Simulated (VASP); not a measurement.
# ZnS (P6_3mc) in VASP: further runs

The runs below take ZnS through single point, with PBE.

All numbers are computed with VASP 6.6.1; they aren't measurements. Logs are shortened: lines on timing, memory, paths and dates and some standing lists are left out, and cuts for length are marked.

## 1. The cell of the first run

It takes space group P6_3mc (No. 186, hexagonal). Conventional cell: a = 3.731 Å, b = 3.731 Å, c = 12.213 Å, α = 90.00°, β = 90.00°, γ = 120.00°. Within 3.0 Å of Zn (site symmetry 3m) lie 4 S at 2.29 Å. Zn (site symmetry 3m) has 4 S at 2.29 Å within 3.0 Å. Within 3.0 Å of S (site symmetry 3m) lie 4 Zn at 2.29 Å. Within 3.0 Å of S (site symmetry 3m) lie 4 Zn at 2.29 Å.

## 2. Single point, PBE (strain -0.030 along x and y, -0.030 along z)

Contents of INCAR:

```
SYSTEM = ZnS
PREC = Accurate
ENCUT = 520
EDIFF = 1E-6
ISMEAR = 0
SIGMA = 0.05
LREAL = .FALSE.
LASPH = .TRUE.
NELM = 100
ALGO = Normal
ISIF = 2
LWAVE = .FALSE.
LCHARG = .TRUE.
GGA = PE
LELF = .TRUE.
LVHAR = .TRUE.
NBANDS = 46
```

Contents of KPOINTS:

```
regular mesh
0
G
  12 12 2
  0 0 0
```

Contents of POSCAR:

```
ZnS
1.0
    3.7313217401      0.0000000000      0.0000000000
   -1.8656608700      3.2314194166      0.0000000000
    0.0000000000      0.0000000000     12.2125182732
Zn S
4 4
Direct
    0.0000000000      0.0000000000      0.0000503469
    0.0000000000      0.0000000000      0.5000503469
    0.3333333333      0.6666666667      0.2500245137
    0.6666666667      0.3333333333      0.7500245137
    0.0000000000      0.0000000000      0.1872896978
    0.0000000000      0.0000000000      0.6872896978
    0.3333333333      0.6666666667      0.4376354415
    0.6666666667      0.3333333333      0.9376354415
```

Potentials or basis: VASP PAW PBE potentials, release 64 (Zn, S).

The run is started by

```bash
cat potpaw_PBE.64/Zn/POTCAR potpaw_PBE.64/S/POTCAR > POTCAR
mpirun -np 1 vasp_std > vasp.out
```

OUTCAR:

```text
SYSTEM = ZnS
   PREC = Accurate
   ENCUT = 520
   EDIFF = 1E-6
   ISMEAR = 0
   LREAL = .FALSE.
   LASPH = .TRUE.
   NELM = 100
   ISIF = 2
   GGA = PE

 ion  position               nearest neighbor table
   1  0.000  0.000  0.000-   8 2.29   8 2.29   8 2.29   5 2.29
   2  0.000  0.000  0.500-   7 2.29   7 2.29   7 2.29   6 2.29
   3  0.333  0.667  0.250-   5 2.29   5 2.29   5 2.29   7 2.29
   4  0.667  0.333  0.750-   6 2.29   6 2.29   6 2.29   8 2.29
   5  0.000  0.000  0.187-   3 2.29   3 2.29   3 2.29   1 2.29
   6  0.000  0.000  0.687-   4 2.29   4 2.29   4 2.29   2 2.29
   7  0.333  0.667  0.438-   2 2.29   2 2.29   2 2.29   3 2.29
   8  0.667  0.333  0.938-   1 2.29   1 2.29   1 2.29   4 2.29

  LATTYP: Found a hexagonal cell.
 ALAT       =     3.7313217401
 C/A-ratio  =     3.2729737942

  Lattice vectors:

 A1 = (   3.7313217401,   0.0000000000,   0.0000000000)
 A2 = (  -1.8656608700,   3.2314194166,   0.0000000000)
 A3 = (   0.0000000000,   0.0000000000,  12.2125182732)

Analysis of symmetry for initial positions (statically):
=====================================================================
 Subroutine PRICEL returns:
 Original cell was already a primitive cell.

 Routine SETGRP: Setting up the symmetry group for a
 hexagonal supercell.

 Subroutine GETGRP returns: Found 12 space group operations
 (whereof  6 operations were pure point group operations)
 out of a pool of 24 trial point group operations.

The static configuration has the point symmetry C_3v.
 The point group associated with its full space group is C_6v.

Analysis of symmetry for dynamics (positions and initial velocities):
=====================================================================
 Subroutine PRICEL returns:
 Original cell was already a primitive cell.

 Routine SETGRP: Setting up the symmetry group for a
 hexagonal supercell.

 Subroutine GETGRP returns: Found 12 space group operations
 (whereof  6 operations were pure point group operations)
 out of a pool of 24 trial point group operations.

The dynamic configuration has the point symmetry C_3v.
 The point group associated with its full space group is C_6v.

 Subroutine INISYM returns: Found 12 space group operations
 (whereof  6 operations are pure point group operations),
 and found     1 'primitive' translations

----------------------------------------------------------------------------------------

                                     Primitive cell

  volume of cell :     147.2520

  direct lattice vectors                    reciprocal lattice vectors
     3.731321740  0.000000000  0.000000000     0.268001547  0.154730766  0.000000000
    -1.865660870  3.231419417  0.000000000     0.000000000  0.309461531  0.000000000
     0.000000000  0.000000000 12.212518273     0.000000000  0.000000000  0.081883194

  length of vectors
     3.731321740  3.731321740 12.212518273     0.309461531  0.309461531  0.081883194

  position of ions in fractional coordinates (direct lattice)
     0.000000000  0.000000000  0.000050347
     0.000000000  0.000000000  0.500050347
     0.333333333  0.666666667  0.250024514
     0.666666667  0.333333333  0.750024514
     0.000000000  0.000000000  0.187289698
     0.000000000  0.000000000  0.687289698
     0.333333333  0.666666667  0.437635441
     0.666666667  0.333333333  0.937635441

  ion indices of the primitive-cell ions
   primitive index   ion index
                 1           1
                 2           2
                 3           3
                 4           4
                 5           5
                 6           6
                 7           7
                 8           8

----------------------------------------------------------------------------------------

 KPOINTS: regular mesh

Automatic generation of k-mesh.
 Grid dimensions read from file:
 generate k-points for:   12   12    2

 Generating k-lattice:

  Cartesian coordinates                     Fractional coordinates (reciprocal lattice)
     0.022333462  0.012894230  0.000000000     0.083333333  0.000000000  0.000000000
     0.000000000  0.025788461  0.000000000     0.000000000  0.083333333  0.000000000
     0.000000000  0.000000000  0.040941597     0.000000000  0.000000000  0.500000000

  Length of vectors
     0.025788461  0.025788461  0.040941597

  Shift w.r.t. Gamma in fractional coordinates (k-lattice)
     0.000000000  0.000000000  0.000000000

 Subroutine IBZKPT returns following result:
 ===========================================

 Found     38 irreducible k-points:

 Following reciprocal coordinates:
            Coordinates               Weight
  0.000000  0.000000  0.000000      1.000000
  0.083333  0.000000  0.000000      6.000000
  0.166667  0.000000  0.000000      6.000000
  0.250000  0.000000  0.000000      6.000000
  0.333333 -0.000000  0.000000      6.000000
  0.416667  0.000000  0.000000      6.000000
[... 16 lines left out ...]
  0.250000  0.000000  0.500000      6.000000
  0.333333 -0.000000  0.500000      6.000000
 [... further k-points ...]
   k-points           NKPTS =     38   k-points in BZ     NKDIM =     38   number of bands    NBANDS=     46
   number of dos      NEDOS =    301   number of ions     NIONS =      8
   total plane-waves  NPLWV =  75264
   dimension x,y,z NGX =    28 NGY =   28 NGZ =   96
   dimension x,y,z NGXF=    56 NGYF=   56 NGZF=  192
   ions per type =               4   4
   NGX,Y,Z   is equivalent  to a cutoff of  12.48, 12.48, 13.07 a.u.
   NGXF,Y,Z  is equivalent  to a cutoff of  24.95, 24.95, 26.14 a.u.
 SYSTEM =  ZnS
   PREC   = accura    normal or accurate (medium, high low for compatibility)
   ISTART =      0    job   : 0-new  1-cont  2-samecut
   ICHARG =      2    charge: 1-file 2-atom 10-const
   ISPIN  =      1    spin polarized calculation?
   LNONCOLLINEAR =      F non collinear calculations
   LSORBIT =      F    spin-orbit coupling
   LASPH  =      T    aspherical Exc in radial PAW
   ENCUT  =  520.0 eV  38.22 Ry    6.18 a.u.   6.94  6.94 22.71*2*pi/ulx,y,z
   NELM   =    100;   NELMIN=  2; NELMDL= -5     # of ELM steps
   EDIFF  = 0.1E-05   stopping-criterion for ELM
   LREAL  =      F    real-space projection
   EDIFFG = 0.1E-04   stopping-criterion for IOM
   NSW    =      0    number of steps for IOM
   IBRION =     -1    ionic relax: 0-MD 1-quasi-New 2-CG
   NFREE  =      0    steps in history (QN), initial steepest desc. (CG)
   ISIF   =      2    stress and relaxation
   ISYM   =      2    0-nonsym 1-usesym 2-fastsym
   POTIM  = 0.5000    time-step for ionic-motion
   TEBEG  =    0.0;   TEEND  =   0.0 temperature during run
   PSTRESS=    0.0 pullay stress
   NELECT =      72.0000    total number of electrons
   NUPDOWN=      -1.0000    fix difference up-down
   EMIN   =  10.00;   EMAX   =-10.00  energy-range for DOS
   EFERMI =   0.00;   METHOD = LEGACY
   ISMEAR =     0;   SIGMA  =   0.05  broadening in eV -4-tet -1-fermi 0-gaus
   EFERMI_NEDOS =   21; number of points for ismear=-14 and -15
   IALGO  =     38    algorithm
   IMIX   =      4    mixing-type and parameters
     AMIX     =   0.40;   BMIX     =  1.00
     AMIX_MAG =   1.60;   BMIX_MAG =  1.00
  volume/ion in A,a.u.               =      18.41       124.21
  Fermi-wavevector in a.u.,A,eV,Ry     =   1.289729  2.437235 22.631955  1.663402
  Thomas-Fermi vector in A             =   2.421604
   LORBIT       =      0    0 simple, 1 ext, 2 COOP (PROOUT), +10 PAW based schemes
   GGA     = PE    functional components
   LHFCALC =     F    Hartree Fock is set to
   AEXX    =    0.0000 exact exchange contribution
   IVDW    =     0    specifies the selected vdW correction
   LEPSILON=     F    determine dielectric tensor
   LRPA    =     F    only Hartree local field effects (RPA)
 non-spin polarized calculation
 Gauss-broadening in eV      SIGMA  =   0.05
  energy-cutoff  :      520.00
  volume of cell :      147.25
 maximum number of plane-waves:      3990
 NGX is ok and might be reduce to    28
   NGX = 13   NGY = 13   NGZ = 45

 number of electron      72.0000004 magnetization

 Free energy of the ion-electron system (eV)
  ---------------------------------------------------
  ext. energy  EPLUGINS =         0.00000000
  ---------------------------------------------------
  free energy    TOTEN  =       -27.06568009 eV

  energy without entropy =      -27.06568009  energy(sigma->0) =      -27.06568009

 E-fermi :   3.0542     XC(G=0):  -9.9574

 val. band max:        2.7894051431   @ k =   0.0000   0.0000   0.0000
 cond. band min:       5.2555095030   @ k =   0.0000   0.0000   0.0000
 fundamental gap:      2.4661043599
 Fermi energy:         3.0541852939

 k-point     1 :       0.0000    0.0000    0.0000
  band No.  band energies     occupation
      1     -10.8732      2.00000
      2     -10.3985      2.00000
      3     -10.3900      2.00000
      4      -9.8112      2.00000
      5      -3.8544      2.00000
      6      -3.8517      2.00000
[... 38 lines left out ...]
     45       9.3957      0.00000
     46       9.8239      0.00000

 k-point     2 :       0.0833    0.0000    0.0000
  band No.  band energies     occupation
      1     -10.8204      2.00000
      2     -10.3542      2.00000
      3     -10.3457      2.00000
      4      -9.7811      2.00000
      5      -3.8620      2.00000
      6      -3.8532      2.00000
[... 38 lines left out ...]
     45       9.3654      0.00000
     46       9.6156      0.00000

 k-point     3 :       0.1667    0.0000    0.0000
  band No.  band energies     occupation
      1     -10.6686      2.00000
      2     -10.2291      2.00000
      3     -10.2204      2.00000
      4      -9.6993      2.00000
      5      -3.8875      2.00000
      6      -3.8740      2.00000
[... 38 lines left out ...]
     45       9.5736      0.00000
     46       9.6615      0.00000

 k-point     4 :       0.2500    0.0000    0.0000
  band No.  band energies     occupation
      1     -10.4392      2.00000
      2     -10.0477      2.00000
      3     -10.0389      2.00000
      4      -9.5916      2.00000
      5      -3.9137      2.00000
      6      -3.8850      2.00000
[... 920 lines left out ...]
     45       9.7960      0.00000
     46       9.7964      0.00000

 k-point    23 :       0.2500    0.0000    0.5000
  band No.  band energies     occupation
      1     -10.3282      2.00000
      2     -10.3282      2.00000
      3      -9.7306      2.00000
      4      -9.7306      2.00000
      5      -3.9026      2.00000
      6      -3.9026      2.00000
[... 38 lines left out ...]
     45      10.1510      0.00000
     46      10.1638      0.00000

 k-point    24 :       0.3333   -0.0000    0.5000
  band No.  band energies     occupation
      1     -10.0795      2.00000
      2     -10.0795      2.00000
      3      -9.6027      2.00000
      4      -9.6027      2.00000
      5      -3.9047      2.00000
      6      -3.9047      2.00000
[... 38 lines left out ...]
     45      10.2731      0.00000
     46      10.2731      0.00000

 [... further k-points ...]

------------------------ aborting loop because EDIFF is reached ----------------------------------------

  FORCE on cell =-STRESS in cart. coord.  units (eV):
  Direction    XX          YY          ZZ          XY          YZ          ZX
  --------------------------------------------------------------------------------------
  -------------------------------------------------------------------------------------
  Total        7.3687299      7.3687299      7.3915324      0.0000000      0.0000000      0.0000000
  in kB       80.1755528     80.1755528     80.4236555      0.0000000      0.0000000      0.0000000
  external PRESSURE =      80.2582537 kB  Pullay stress =       0.0000000 kB

 VOLUME and BASIS-vectors are now :
 -----------------------------------------------------------------------------
  energy-cutoff  :      520.00
  volume of cell :      147.25
      direct lattice vectors                 reciprocal lattice vectors
     3.731321740  0.000000000  0.000000000     0.268001547  0.154730766  0.000000000
    -1.865660870  3.231419417  0.000000000     0.000000000  0.309461531  0.000000000
     0.000000000  0.000000000 12.212518273     0.000000000  0.000000000  0.081883194

 POSITION                                       TOTAL-FORCE (eV/Angst)
 -----------------------------------------------------------------------------------
      0.00000      0.00000      0.00061        -0.000000     -0.000000      0.020587
      0.00000      0.00000      6.10687        -0.000000     -0.000000      0.020587
     -0.00000      2.15428      3.05343        -0.000000     -0.000000      0.011131
      1.86566      1.07714      9.15969         0.000000     -0.000000      0.011131
      0.00000      0.00000      2.28728        -0.000000     -0.000000     -0.017722
      0.00000      0.00000      8.39354         0.000000     -0.000000     -0.017722
     -0.00000      2.15428      5.34463        -0.000000      0.000000     -0.013996
      1.86566      1.07714     11.45089         0.000000     -0.000000     -0.013996
 -----------------------------------------------------------------------------------
    total drift:                               -0.000001     -0.000002      0.001054

  FREE ENERGIE OF THE ION-ELECTRON SYSTEM (eV)
  ---------------------------------------------------
  free  energy   TOTEN  =       -27.0656800933 eV

  energy  without entropy=      -27.0656800933  energy(sigma->0) =      -27.06568009
```

Run time: 3.5 min. Hardware: 1 thread of Intel Xeon Platinum 8488C (Sapphire Rapids), shared host; peak memory 0.37 GiB.

What came out:

| Item | Value |
| --- | --- |
| Free energy | -27.0657 eV |
| Pressure | 8.0 GPa |
| Largest force | 0.021 eV/Å |
| Band gap on the k mesh | 2.47 eV |

Forces in eV/Å, atoms in the order of the input:
```
Zn   0.000  0.000  0.021
Zn   0.000  0.000  0.021
Zn   0.000  0.000  0.011
Zn   0.000  0.000  0.011
S    0.000  0.000 -0.018
S    0.000  0.000 -0.018
S    0.000  0.000 -0.014
S    0.000  0.000 -0.014
```

Caveat: the cell differs from its parent crystal (strain -0.030 along x and y, -0.030 along z); the cell stands under pressure. A k mesh can miss the band edges.

## 3. Single point, PBE (strain -0.030 along x and y, -0.015 along z)

Contents of INCAR:

```
ALGO = Normal ; EDIFF = 1E-7
ENCUT = 520 ; GGA = PE
ISIF = 2 ; ISMEAR = 0
LASPH = T ; LCHARG = T
LELF = T ; LREAL = F
LVHAR = T ; LWAVE = F
NBANDS = 46 ; NELM = 80
PREC = Accurate ; SIGMA = 0.05
```

Contents of KPOINTS:

```
k-points
0
Gamma
  12 12 2
```

Changes to POSCAR since step 2:

```diff
@@ -4,3 +4,3 @@
    -1.8656608700      3.2314194166      0.0000000000
-    0.0000000000      0.0000000000     12.2125182732
+    0.0000000000      0.0000000000     12.4013716485
 Zn S
```

Potentials or basis: VASP PAW PBE potentials, release 64 (Zn, S).

The run is started by

```bash
cat potpaw_PBE.64/Zn/POTCAR potpaw_PBE.64/S/POTCAR > POTCAR
mpirun -np 1 vasp_std > vasp.out
```

OUTCAR:

```text
EDIFF = 1E-7
   ENCUT = 520
   GGA = PE
   ISIF = 2
   ISMEAR = 0
   LASPH = T
   LREAL = F
   NELM = 80
   PREC = Accurate

 ion  position               nearest neighbor table
   1  0.000  0.000  0.000-   8 2.29   8 2.29   8 2.29   5 2.32
   2  0.000  0.000  0.500-   7 2.29   7 2.29   7 2.29   6 2.32
   3  0.333  0.667  0.250-   5 2.29   5 2.29   5 2.29   7 2.33
   4  0.667  0.333  0.750-   6 2.29   6 2.29   6 2.29   8 2.33
   5  0.000  0.000  0.187-   3 2.29   3 2.29   3 2.29   1 2.32
   6  0.000  0.000  0.687-   4 2.29   4 2.29   4 2.29   2 2.32
   7  0.333  0.667  0.438-   2 2.29   2 2.29   2 2.29   3 2.33
   8  0.667  0.333  0.938-   1 2.29   1 2.29   1 2.29   4 2.33

  LATTYP: Found a hexagonal cell.
 ALAT       =     3.7313217401
 C/A-ratio  =     3.3235867910

  Lattice vectors:

 A1 = (   3.7313217401,   0.0000000000,   0.0000000000)
 A2 = (  -1.8656608700,   3.2314194166,   0.0000000000)
 A3 = (   0.0000000000,   0.0000000000,  12.4013716485)

Analysis of symmetry for initial positions (statically):
[... 196 lines left out ...]
  band No.  band energies     occupation
      1     -10.9105      2.00000
      2     -10.4641      2.00000
      3     -10.4573      2.00000
      4      -9.9173      2.00000
      5      -3.9365      2.00000
      6      -3.9365      2.00000
[... 1165 lines left out ...]
     45      10.1708      0.00000
     46      10.1708      0.00000

 [... further k-points ...]

------------------------ aborting loop because EDIFF is reached ----------------------------------------

  FORCE on cell =-STRESS in cart. coord.  units (eV):
  Direction    XX          YY          ZZ          XY          YZ          ZX
  --------------------------------------------------------------------------------------
  -------------------------------------------------------------------------------------
  Total        6.8582881      6.8582881      4.4780807      0.0000000      0.0000000      0.0000000
  in kB       73.4853144     73.4853144     47.9818229      0.0000000      0.0000000      0.0000000
  external PRESSURE =      64.9841506 kB  Pullay stress =       0.0000000 kB

 VOLUME and BASIS-vectors are now :
 -----------------------------------------------------------------------------
  energy-cutoff  :      520.00
  volume of cell :      149.53
      direct lattice vectors                 reciprocal lattice vectors
     3.731321740  0.000000000  0.000000000     0.268001547  0.154730766  0.000000000
    -1.865660870  3.231419417  0.000000000     0.000000000  0.309461531  0.000000000
     0.000000000  0.000000000 12.401371648     0.000000000  0.000000000  0.080636242

 POSITION                                       TOTAL-FORCE (eV/Angst)
 -----------------------------------------------------------------------------------
      0.00000      0.00000      0.00062         0.000000     -0.000000      0.149762
      0.00000      0.00000      6.20131        -0.000000      0.000000      0.149762
     -0.00000      2.15428      3.10065        -0.000000      0.000000      0.139887
      1.86566      1.07714      9.30133         0.000000     -0.000000      0.139887
      0.00000      0.00000      2.32265        -0.000000      0.000000     -0.144424
      0.00000      0.00000      8.52333        -0.000000     -0.000000     -0.144424
     -0.00000      2.15428      5.42728         0.000000      0.000000     -0.145226
      1.86566      1.07714     11.62797        -0.000000      0.000000     -0.145226
 -----------------------------------------------------------------------------------
    total drift:                               -0.000001     -0.000003      0.001296

  FREE ENERGIE OF THE ION-ELECTRON SYSTEM (eV)
  ---------------------------------------------------
  free  energy   TOTEN  =       -27.1563924782 eV

  energy  without entropy=      -27.1563924782  energy(sigma->0) =      -27.15639248
```

It took 4 min on 1 thread of Intel Xeon Platinum 8488C (Sapphire Rapids), shared host; peak memory 0.37 GiB.

What came out:

| Property | Result |
| --- | --- |
| Free energy | -27.1564 eV |
| Pressure | 6.5 GPa |
| Largest force | 0.150 eV/Å |
| Band gap on the k mesh | 2.36 eV |

Forces on the atoms (eV/Å):
```
Zn   0.000  0.000  0.150
Zn   0.000  0.000  0.150
Zn   0.000  0.000  0.140
Zn   0.000  0.000  0.140
S    0.000  0.000 -0.144
S    0.000  0.000 -0.144
S    0.000  0.000 -0.145
S    0.000  0.000 -0.145
```

Caveat: the cell differs from its parent crystal (strain -0.030 along x and y, -0.015 along z); the cell stands under pressure. A k mesh can miss the band edges.

(Continued in part 2 of 2.)
